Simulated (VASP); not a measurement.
Set up this calculation in VASP 6.6.1, as the native input.

```yaml
Task: single point
Functional: LDA
Potentials_or_basis: VASP PAW LDA potentials, release 64 (Ag)
Cutoff: 520 eV
k_mesh: 10 × 10 × 10
Occupations: fermi-dirac, width 0.05 eV
Spin: no spin polarisation
Dipole_correction: no
Further_INCAR_settings: ALGO = Fast; EDIFF = 1e-06; NBANDS = 24
```

The structure of Ag lies in POSCAR:

```
Ag
1.0
    1.4730471633      0.8504641763      7.2046500000
   -1.4730471633      0.8504641763      7.2046500000
    0.0000000000     -1.7009283525      7.2046500000
Ag
3
Direct
    0.2222810000      0.2222810000      0.2222810000
    0.7777190000      0.7777190000      0.7777190000
    0.0000000000      0.0000000000      0.0000000000
```

One way to write it, as run:

INCAR

```
SYSTEM = Ag
ALGO = Fast
EDIFF = 1E-6
ENCUT = 520
ISIF = 2
ISMEAR = -1
LASPH = .TRUE.
LCHARG = .FALSE.
LREAL = .FALSE.
LWAVE = .FALSE.
NBANDS = 24
NELM = 100
PREC = Accurate
SIGMA = 0.05
```

KPOINTS

```
k-points
0
G
  10 10 10
  0 0 0
```

Potentials or basis: VASP PAW LDA potentials, release 64 (Ag).

The run is started by

```bash
$ cat potpaw_LDA.64/Ag/POTCAR > POTCAR
$ mpirun -np 1 vasp_std > vasp.out
```

Results of the run:

| Item | Value |
| --- | --- |
| Pressure | -11.3 GPa |
| Largest force | 0.003 eV/Å |
| Band gap on the k mesh | zero (an odd number of electrons rules out a gap without spin polarisation) |

Caveat: the cell stands under tension.

It took 6.1 min on 1 thread of AMD EPYC 9R45 96-Core Processor (Zen 5), with other jobs on the host, peak memory 0.33 GiB.
